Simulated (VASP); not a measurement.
# Ti (P6/mmm) in VASP: settings compared

Ti is run at these levels: PBEsol, LDA, BLYP; tasks: single point.

Program: VASP 6.6.1. These are calculated values, not measurements. Logs are shortened: lines on timing, memory, paths and dates and some standing lists are left out, and cuts for length are marked.

### 1 The cell of the first run

The structure is hexagonal, space group P6/mmm (No. 191). The conventional cell has a = 4.600 Å, b = 4.600 Å, c = 2.820 Å, α = 90.00°, β = 90.00°, γ = 120.00°. Ti (site symmetry 6/mmm) has 14 Ti at 2.82 to 3.01 Å within 3.7 Å. Within 3.5 Å of Ti (site symmetry -6m2) lie 11 Ti at 2.66 to 3.01 Å.

### 2 Single point, PBEsol

INCAR

```
SYSTEM = Ti
PREC     = Accurate       ! precision mode
ENCUT    = 520            ! plane-wave cutoff, eV
EDIFF    = 1E-7           ! SCF threshold, eV
ISMEAR   = -1             ! smearing method
SIGMA    = 0.1            ! smearing width, eV
LREAL    = .False.        ! projectors in reciprocal space
LASPH    = .True.         ! aspherical terms in the spheres
NELM     = 60             ! most SCF steps
ALGO     = Normal         ! electronic algorithm
ISIF     = 2              ! what is computed and relaxed
LWAVE    = .False.        ! write WAVECAR
LCHARG   = .True.         ! write CHGCAR
GGA      = PS             ! functional
LELF     = .True.         ! ELF
LVHAR    = .True.       
NBANDS   = 25             ! bands
```

KPOINTS

```
Automatic mesh
0
Gamma
  8 8 11
  0 0 0
```

POSCAR

```
Ti
1.0
    4.6000000000      0.0000000000      0.0000000000
   -2.3000000000      3.9837168574      0.0000000000
    0.0000000000      0.0000000000      2.8200000000
Ti
3
Direct
    0.0000000000      0.0000000000      0.0000000000
    0.3333330000      0.6666670000      0.5000000000
    0.6666670000      0.3333330000      0.5000000000
```

Potentials or basis: VASP PAW PBE potentials, release 64 (Ti_sv).

The run is started by

```
> cat potpaw_PBE.64/Ti_sv/POTCAR > POTCAR
> mpirun -np 1 vasp_std > vasp.out
```

OUTCAR:

```text
SYSTEM = Ti
   PREC = Accurate
   ENCUT = 520
   EDIFF = 1E-7
   ISMEAR = -1
   LREAL = .False.
   LASPH = .True.
   NELM = 60
   ISIF = 2
   GGA = PS

 ion  position               nearest neighbor table
   1  0.000  0.000  0.000-
   2  0.333  0.667  0.500-   3 2.66   3 2.66   3 2.66
   3  0.667  0.333  0.500-   2 2.66   2 2.66   2 2.66

  LATTYP: Found a hexagonal cell.
 ALAT       =     4.6000000000
 C/A-ratio  =     0.6130434783

  Lattice vectors:

 A1 = (   4.6000000000,   0.0000000000,   0.0000000000)
 A2 = (  -2.3000000000,   3.9837168574,   0.0000000000)
 A3 = (   0.0000000000,   0.0000000000,   2.8200000000)

Analysis of symmetry for initial positions (statically):
=====================================================================
 Subroutine PRICEL returns:
 Original cell was already a primitive cell.

 Routine SETGRP: Setting up the symmetry group for a
 hexagonal supercell.

 Subroutine GETGRP returns: Found 24 space group operations
 (whereof 24 operations were pure point group operations)
 out of a pool of 24 trial point group operations.

The static configuration has the point symmetry D_6h.

Analysis of symmetry for dynamics (positions and initial velocities):
=====================================================================
 Subroutine PRICEL returns:
 Original cell was already a primitive cell.

 Routine SETGRP: Setting up the symmetry group for a
 hexagonal supercell.

 Subroutine GETGRP returns: Found 24 space group operations
 (whereof 24 operations were pure point group operations)
 out of a pool of 24 trial point group operations.

The dynamic configuration has the point symmetry D_6h.

 Subroutine INISYM returns: Found 24 space group operations
 (whereof 24 operations are pure point group operations),
 and found     1 'primitive' translations

----------------------------------------------------------------------------------------

                                     Primitive cell

  volume of cell :      51.6768

  direct lattice vectors                    reciprocal lattice vectors
     4.600000000  0.000000000  0.000000000     0.217391304  0.125510928  0.000000000
    -2.300000000  3.983716857  0.000000000     0.000000000  0.251021856  0.000000000
[... 80 lines left out ...]
   ICHARG =      2    charge: 1-file 2-atom 10-const
   ISPIN  =      1    spin polarized calculation?
   LNONCOLLINEAR =      F non collinear calculations
   LSORBIT =      F    spin-orbit coupling
   LASPH  =      T    aspherical Exc in radial PAW
   ENCUT  =  520.0 eV  38.22 Ry    6.18 a.u.   8.55  8.55  5.24*2*pi/ulx,y,z
   NELM   =     60;   NELMIN=  2; NELMDL= -5     # of ELM steps
   EDIFF  = 0.1E-06   stopping-criterion for ELM
   LREAL  =      F    real-space projection
   EDIFFG = 0.1E-05   stopping-criterion for IOM
   NSW    =      0    number of steps for IOM
   IBRION =     -1    ionic relax: 0-MD 1-quasi-New 2-CG
   NFREE  =      0    steps in history (QN), initial steepest desc. (CG)
   ISIF   =      2    stress and relaxation
   ISYM   =      2    0-nonsym 1-usesym 2-fastsym
   POTIM  = 0.5000    time-step for ionic-motion
   TEBEG  =    0.0;   TEEND  =   0.0 temperature during run
   PSTRESS=    0.0 pullay stress
   NELECT =      36.0000    total number of electrons
   NUPDOWN=      -1.0000    fix difference up-down
   EMIN   =  10.00;   EMAX   =-10.00  energy-range for DOS
   EFERMI =   0.00;   METHOD = LEGACY
   ISMEAR =    -1;   SIGMA  =   0.10  broadening in eV -4-tet -1-fermi 0-gaus
   EFERMI_NEDOS =   21; number of points for ismear=-14 and -15
   IALGO  =     38    algorithm
   IMIX   =      4    mixing-type and parameters
     AMIX     =   0.40;   BMIX     =  1.00
     AMIX_MAG =   1.60;   BMIX_MAG =  1.00
  volume/ion in A,a.u.               =      17.23       116.24
  Fermi-wavevector in a.u.,A,eV,Ry     =   1.451255  2.742475 28.655807  2.106142
  Thomas-Fermi vector in A             =   2.568774
   LORBIT       =      0    0 simple, 1 ext, 2 COOP (PROOUT), +10 PAW based schemes
   GGA     = PS    functional components
   LHFCALC =     F    Hartree Fock is set to
   AEXX    =    0.0000 exact exchange contribution
   IVDW    =     0    specifies the selected vdW correction
   LEPSILON=     F    determine dielectric tensor
   LRPA    =     F    only Hartree local field effects (RPA)
 non-spin polarized calculation
  energy-cutoff  :      520.00
  volume of cell :       51.68
 maximum number of plane-waves:      1414
 NGX is ok and might be reduce to    36
   NGX = 17   NGY = 17   NGZ = 11

 number of electron      35.9999981 magnetization

 Free energy of the ion-electron system (eV)
  ---------------------------------------------------
  ext. energy  EPLUGINS =         0.00000000
  ---------------------------------------------------
  free energy    TOTEN  =       -25.06780555 eV

  energy without entropy =      -24.96088321  energy(sigma->0) =      -25.01434438

 E-fermi :   8.1524     XC(G=0): -11.6738

 val. band max:        8.1376694535   @ k =   0.3750   0.2500   0.3636
 cond. band min:       8.1585040022   @ k =   0.3750  -0.0000   0.0000
 fundamental gap:      0.0208345487
 Fermi energy:         8.1523992949

 k-point     1 :       0.0000    0.0000    0.0000
  band No.  band energies     occupation
      1     -48.4574      2.00000
      2     -48.2212      2.00000
      3     -48.0649      2.00000
      4     -24.8699      2.00000
      5     -24.8698      2.00000
      6     -24.7782      2.00000
[... 661 lines left out ...]
     24      10.2883      0.00000
     25      10.6726      0.00000

 [... further k-points ...]

------------------------ aborting loop because EDIFF is reached ----------------------------------------

  FORCE on cell =-STRESS in cart. coord.  units (eV):
  Direction    XX          YY          ZZ          XY          YZ          ZX
  --------------------------------------------------------------------------------------
  -------------------------------------------------------------------------------------
  Total       -1.7979044     -1.7979044     -1.2527988      0.0000000      0.0000000     -0.0000000
  in kB      -55.7419022    -55.7419022    -38.8415463      0.0000000      0.0000000     -0.0000000
  external PRESSURE =     -50.1084502 kB  Pullay stress =       0.0000000 kB

 VOLUME and BASIS-vectors are now :
 -----------------------------------------------------------------------------
  energy-cutoff  :      520.00
  volume of cell :       51.68
      direct lattice vectors                 reciprocal lattice vectors
     4.600000000  0.000000000  0.000000000     0.217391304  0.125510928  0.000000000
    -2.300000000  3.983716857  0.000000000     0.000000000  0.251021856  0.000000000
     0.000000000  0.000000000  2.820000000     0.000000000  0.000000000  0.354609929

 POSITION                                       TOTAL-FORCE (eV/Angst)
 -----------------------------------------------------------------------------------
      0.00000      0.00000      0.00000         0.000000      0.000000      0.000000
     -0.00000      2.65581      1.41000         0.000000     -0.000000      0.000000
      2.30000      1.32790      1.41000        -0.000000      0.000000      0.000000
 -----------------------------------------------------------------------------------
    total drift:                                0.000000      0.000000      0.000000

  FREE ENERGIE OF THE ION-ELECTRON SYSTEM (eV)
  ---------------------------------------------------
  free  energy   TOTEN  =       -25.0678055471 eV

  energy  without entropy=      -24.9608832050  energy(sigma->0) =      -25.01434438
```

Run time: 54 s. Hardware: 1 thread of AMD EPYC 9R45 (Zen 5), shared host; peak memory 0.17 GiB.

Results:

```
Free energy            : -25.0678 eV
Pressure               : -5.0 GPa
Band gap on the k mesh : zero (band 18 reaches 8.36 eV, above the bottom of band 19 at 8.09 eV)
```

Levels at points of the mesh, in eV from the Fermi level:
```
           k point  band 16  band 17  band 18  band 19  band 20  band 21
(0.00, 0.00, 0.00)    -0.68    -0.59    -0.59    -0.06     0.65     1.31
(0.50, 0.00, 0.00)    -0.38    -0.38    -0.34     0.08     0.52     1.08
```

Caveat: the PAW data sets were made with another functional, which shifts forces and pressure a little.

### 3 Single point, LDA

INCAR

```
  ALGO = Normal
  EDIFF = 1E-6
  ENCUT = 520
  GGA = CA
  ISIF = 2
  ISMEAR = -1
  LASPH = T
  LCHARG = T
  LELF = T
  LREAL = F
  LVHAR = T
  LWAVE = F
  NBANDS = 25
  NELM = 60
  PREC = Accurate
  SIGMA = 0.1
```

KPOINTS

```
k-points
0
Gamma
  8 8 11
```

POSCAR is that of step 2.

Potentials or basis: VASP PAW LDA potentials, release 64 (Ti_sv).

The run is started by

```
> cat potpaw_LDA.64/Ti_sv/POTCAR > POTCAR
> mpirun -np 1 vasp_std > vasp.out
```

OUTCAR:

```text
EDIFF = 1E-6
   ENCUT = 520
   GGA = CA
   ISIF = 2
   ISMEAR = -1
   LASPH = T
   LREAL = F
   NELM = 60
   PREC = Accurate

 ion  position               nearest neighbor table
   1  0.000  0.000  0.000-
   2  0.333  0.667  0.500-   3 2.66   3 2.66   3 2.66
   3  0.667  0.333  0.500-   2 2.66   2 2.66   2 2.66

  LATTYP: Found a hexagonal cell.
 ALAT       =     4.6000000000
 C/A-ratio  =     0.6130434783

  Lattice vectors:

 A1 = (   4.6000000000,   0.0000000000,   0.0000000000)
 A2 = (  -2.3000000000,   3.9837168574,   0.0000000000)
 A3 = (   0.0000000000,   0.0000000000,   2.8200000000)

Analysis of symmetry for initial positions (statically):
=====================================================================
 Subroutine PRICEL returns:
 Original cell was already a primitive cell.

 Routine SETGRP: Setting up the symmetry group for a
 hexagonal supercell.

 Subroutine GETGRP returns: Found 24 space group operations
 (whereof 24 operations were pure point group operations)
 out of a pool of 24 trial point group operations.
[... 161 lines left out ...]
  free energy    TOTEN  =       -25.64137966 eV

  energy without entropy =      -25.53050142  energy(sigma->0) =      -25.58594054

 E-fermi :   8.0312     XC(G=0): -11.8229

 val. band max:        8.0208804005   @ k =   0.3750  -0.0000   0.0000
 cond. band min:       8.0348822861   @ k =   0.2500  -0.0000   0.0909
 fundamental gap:      0.0140018856
 Fermi energy:         8.0312016692

 k-point     1 :       0.0000    0.0000    0.0000
  band No.  band energies     occupation
      1     -48.1065      2.00000
      2     -47.8700      2.00000
      3     -47.7091      2.00000
      4     -24.8064      2.00000
      5     -24.8064      2.00000
      6     -24.7153      2.00000
[... 661 lines left out ...]
     24      10.1397      0.00000
     25      10.5274      0.00000

 [... further k-points ...]

------------------------ aborting loop because EDIFF is reached ----------------------------------------

  FORCE on cell =-STRESS in cart. coord.  units (eV):
  Direction    XX          YY          ZZ          XY          YZ          ZX
  --------------------------------------------------------------------------------------
  -------------------------------------------------------------------------------------
  Total       -3.1294275     -3.1294275     -2.5176105      0.0000000      0.0000000     -0.0000000
  in kB      -97.0242019    -97.0242019    -78.0555367      0.0000000      0.0000000     -0.0000000
  external PRESSURE =     -90.7013135 kB  Pullay stress =       0.0000000 kB

 VOLUME and BASIS-vectors are now :
 -----------------------------------------------------------------------------
  energy-cutoff  :      520.00
  volume of cell :       51.68
      direct lattice vectors                 reciprocal lattice vectors
     4.600000000  0.000000000  0.000000000     0.217391304  0.125510928  0.000000000
    -2.300000000  3.983716857  0.000000000     0.000000000  0.251021856  0.000000000
     0.000000000  0.000000000  2.820000000     0.000000000  0.000000000  0.354609929

 POSITION                                       TOTAL-FORCE (eV/Angst)
 -----------------------------------------------------------------------------------
      0.00000      0.00000      0.00000        -0.000000      0.000000      0.000000
     -0.00000      2.65581      1.41000         0.000000      0.000000      0.000000
      2.30000      1.32790      1.41000        -0.000000      0.000000      0.000000
 -----------------------------------------------------------------------------------
    total drift:                                0.000000      0.000000      0.000000

  FREE ENERGIE OF THE ION-ELECTRON SYSTEM (eV)
  ---------------------------------------------------
  free  energy   TOTEN  =       -25.6413796625 eV

  energy  without entropy=      -25.5305014156  energy(sigma->0) =      -25.58594054
```

OSZICAR:

```text
N       E                     dE             d eps       ncg     rms          rms(c)
DAV:   1     0.428625301134E+03    0.42863E+03   -0.18720E+04  3000   0.178E+03
DAV:   2     0.190489293913E+02   -0.40958E+03   -0.40295E+03  3039   0.515E+02
DAV:   3    -0.253541573127E+02   -0.44403E+02   -0.43228E+02  5505   0.146E+02
DAV:   4    -0.287827056823E+02   -0.34285E+01   -0.33912E+01  4255   0.368E+01
DAV:   5    -0.289435589136E+02   -0.16085E+00   -0.16079E+00  4747   0.660E+00    0.145E+01
DAV:   6    -0.256493147666E+02    0.32942E+01   -0.12264E+01  3781   0.321E+01    0.350E+00
DAV:   7    -0.256224088019E+02    0.26906E-01   -0.11397E+00  4577   0.657E+00    0.232E+00
DAV:   8    -0.256805544805E+02   -0.58146E-01   -0.44795E-01  4413   0.713E+00    0.208E+00
DAV:   9    -0.256531908678E+02    0.27364E-01   -0.43254E-01  4414   0.521E+00    0.829E-01
DAV:  10    -0.256407340683E+02    0.12457E-01   -0.69866E-02  3969   0.281E+00    0.100E-01
DAV:  11    -0.256412852010E+02   -0.55113E-03   -0.53647E-03  4383   0.625E-01    0.131E-01
DAV:  12    -0.256414019123E+02   -0.11671E-03   -0.45889E-04  3996   0.178E-01    0.429E-02
DAV:  13    -0.256413818758E+02    0.20036E-04   -0.15438E-04  4251   0.858E-02    0.148E-02
DAV:  14    -0.256413791981E+02    0.26777E-05   -0.16223E-05  4446   0.419E-02    0.637E-03
DAV:  15    -0.256413796625E+02   -0.46442E-06   -0.88090E-07  2208   0.928E-03
   1 F= -.25641380E+02 E0= -.25585941E+02  d E =-.110878E+00
```

It took 52 s on 1 thread of AMD EPYC 9R45 (Zen 5), shared host; peak memory 0.15 GiB.

Results:

```
Free energy            : -25.6414 eV
Pressure               : -9.1 GPa
Band gap on the k mesh : zero (band 18 reaches 8.23 eV, above the bottom of band 19 at 7.96 eV)
```

### 4 Single point, BLYP

INCAR

```
PREC = Accurate
ENCUT = 520
EDIFF = 1E-6
ISMEAR = -1
SIGMA = 0.1
LREAL = False
LASPH = True
NELM = 100
ALGO = Normal
ISIF = 2
LWAVE = False
LCHARG = False
GGA = B5
ALDAX = 1.0
AGGAX = 1.0
AGGAC = 1.0
ALDAC = 0.0
NBANDS = 25
```

KPOINTS

```
regular mesh
0
Gamma
  8 8 11
```

POSCAR is that of step 3.

Potentials or basis: VASP PAW PBE potentials, release 64 (Ti_sv).

The run is started by

```
> cat potpaw_PBE.64/Ti_sv/POTCAR > POTCAR
> mpirun -np 1 vasp_std > vasp.out
```

It took 70 s on 1 thread of AMD EPYC 9R45 (Zen 5), shared host; peak memory 0.17 GiB.

The run converged. Its results:

```
Free energy            : -20.3563 eV
Pressure               : 2.1 GPa
Band gap on the k mesh : zero (band 18 reaches 8.92 eV, above the bottom of band 19 at 8.66 eV)
```

Stress tensor (GPa, compression positive):
```
1.58 0.00 0.00
0.00 1.58 0.00
0.00 0.00 3.26
```

Levels at points of the mesh, in eV from the Fermi level:
```tsv
k point	band 16	band 17	band 18	band 19	band 20	band 21
(0.00, 0.00, 0.00)	-0.63	-0.55	-0.55	-0.07	0.61	1.24
(0.50, 0.00, 0.00)	-0.41	-0.39	-0.37	0.05	0.49	1.08
```

Caveat: the PAW data sets were made with another functional, which shifts forces and pressure a little.

### 5 Overview

```csv
level,potentials or basis,gap on the mesh (eV),pressure (GPa)
PBEsol,"VASP PAW PBE potentials, release 64 (Ti_sv)",none,-5.0
LDA,"VASP PAW LDA potentials, release 64 (Ti_sv)",none,-9.1
BLYP,"VASP PAW PBE potentials, release 64 (Ti_sv)",none,2.1
```

Alike in all rows: task single point; no spin polarisation; cell as given; k mesh 8 × 8 × 11; cutoff (eV) 520; smearing fermi-dirac 0.1 eV.

Caveats: the PAW data sets were made with another functional, which shifts forces and pressure a little (some runs).

Absolute energies hang on the potentials; compare differences alone.
